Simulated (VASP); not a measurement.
Set up this calculation in VASP 6.6.1, as the native input.

```yaml
Task: relaxation of cell and atoms
Functional: revPBE
Potentials_or_basis: VASP PAW PBE potentials, release 64 (Mo_sv, Si)
Cutoff: 600 eV
k_mesh: 5 × 5 × 3
Occupations: fermi-dirac, width 0.05 eV
Spin: no spin polarisation
Dipole_correction: no
Further_INCAR_settings: ALGO = Normal; EDIFF = 1e-07; IBRION = 2; EDIFFG = -0.01; NSW = 60; ISIF = 3
```

The structure of Si2Mo lies in POSCAR:

```
Si2Mo
1.0
    4.5854715599      0.0000000000      0.0000000000
   -2.2927357800      3.9711348592      0.0000000000
    0.0000000000      0.0000000000      6.5797601000
Mo Si
3 6
Direct
    0.5000000000      0.5000000000      0.8333333333
    0.0000000000      0.5000000000      0.1666666667
    0.5000000000      0.0000000000      0.5000000000
    0.1638729800      0.3277459600      0.5000000000
    0.6722540400      0.8361270200      0.1666666667
    0.8361270200      0.1638729800      0.8333333333
    0.8361270200      0.6722540400      0.5000000000
    0.3277459600      0.1638729800      0.1666666667
    0.1638729800      0.8361270200      0.8333333333
```

One way to write it, as run:

INCAR

```
SYSTEM = Si2Mo
PREC     = Accurate       ! precision mode
ENCUT    = 600            ! plane-wave cutoff, eV
EDIFF    = 1E-7           ! SCF threshold, eV
ISMEAR   = -1             ! smearing method
SIGMA    = 0.05           ! smearing width, eV
LREAL    = .False.        ! projectors in reciprocal space
LASPH    = .True.         ! aspherical terms in the spheres
NELM     = 80             ! most SCF steps
ALGO     = Normal         ! electronic algorithm
ISIF     = 3              ! what is computed and relaxed
LWAVE    = .False.        ! write WAVECAR
LCHARG   = .False.        ! write CHGCAR
GGA      = RE             ! functional
IBRION   = 2              ! ionic algorithm
NSW      = 60             ! ionic steps
EDIFFG   = -0.01          ! ionic threshold
```

KPOINTS

```
Automatic mesh
0
Gamma
  5 5 3
  0 0 0
```

Potentials or basis: VASP PAW PBE potentials, release 64 (Mo_sv, Si).

The run is started by

```sh
$ cat potpaw_PBE.64/Mo_sv/POTCAR potpaw_PBE.64/Si/POTCAR > POTCAR
$ mpirun -np 1 vasp_std > vasp.out
```

Results of the run:

| Quantity | Value |
| --- | --- |
| Relaxed volume | 13.65 Å³/atom |
| Relaxed cell | a = 4.627 Å, b = 4.627 Å, c = 6.624 Å, α = 90.00°, β = 90.00°, γ = 120.00° |
| Space group after relaxing (to 0.1 Å) | P6_222 (No. 180) |
| Energy gained by relaxing | 5.5 meV/atom |
| Ionic steps | 5 |
| Pressure after relaxing | 0.1 GPa |
| Band gap on the k mesh | 0.60 eV (least direct gap 0.87 eV) |

Caveat: the PAW data sets were made with another functional, which shifts forces and pressure a little; an odd mesh through Γ misses points on the zone boundary, where band edges can lie.

Wall time 2.8 min on 1 thread of Intel(R) Xeon(R) 6975P-C (Granite Rapids), on a shared host, peak memory 0.3 GiB.
